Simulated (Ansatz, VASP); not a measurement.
# Rh in VASP and in Ansatz

```
Rh
1.0
     0.00000    1.90299    1.90299
     1.90299    0.00000    1.90299
     1.90299    1.90299    0.00000
Rh
1
Cartesian
  0.0000 0.0000 0.0000
```

Alike in both runs: task electric field gradients; functional LDA; k mesh 18 × 18 × 18; occupations fermi-dirac, width 0.05 eV; non-collinear spin, spin-orbit coupling.

```csv
,VASP,Ansatz
version,VASP 6.6.1,Ansatz 0.2.0
potentials or method,"VASP PAW LDA potentials, release 64 (Rh_pv)","PAW with Ansatz's default frozen-core files, fully relativistic files with spin-orbit coupling"
plane-wave cutoff (eV),400,420
valence electrons in the cell,15,17
```

VASP gave:

```
pressure (GPa) : -11.9
```

Problem. What did Ansatz give for the same quantities?

Solution. Pressure (GPa): -11.6.

LDA's correlation is that of Perdew and Zunger in VASP and of Perdew and Wang (1992) in Ansatz. VASP's potentials hold 15 valence electrons a cell and Ansatz's 17, so a difference there can come from the potentials and not from the codes.
